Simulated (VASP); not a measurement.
Runs of VASP 6.6.1 on C. The structure is that of space group P6_3/mmc (No. 194), or close to it. The cells are those of the table. 

```tsv
task	cell	gap on the mesh (eV)	pressure (GPa)	relaxed volume (Å³/atom)
relaxation of cell and atoms	relaxed from a = 2.467, b = 2.467, c = 8.513 Å, angles 90.0, 90.0, 120.0°, 4 atoms	none	0.0	10.42
relaxation of shape and atoms at fixed volume	relaxed from a = 2.442, b = 2.442, c = 8.427 Å, angles 90.0, 90.0, 120.0°, 4 atoms	none	-0.2	10.88
relaxation of shape and atoms at fixed volume	relaxed from a = 2.440, b = 2.440, c = 8.174 Å, angles 90.0, 90.0, 120.0°, 4 atoms	none	0.0	(a)
relaxation of shape and atoms at fixed volume	relaxed from a = 2.490, b = 2.490, c = 8.852 Å, angles 90.0, 90.0, 120.0°, 4 atoms	none	-0.3	11.89
```

Alike in all rows: level PBE; potentials or basis VASP PAW PBE potentials, release 64 (C); no spin polarisation; k mesh 18 × 18 × 6; cutoff (eV) 600.

Problem. Estimate the missing entries.

Solution. (a) 10.54.

Caveats: this functional lacks dispersion, which binds layers or chains, so the pressure and a relaxed spacing across them are unreliable.

A gap of «none» marks levels without a gap at the run's occupations.
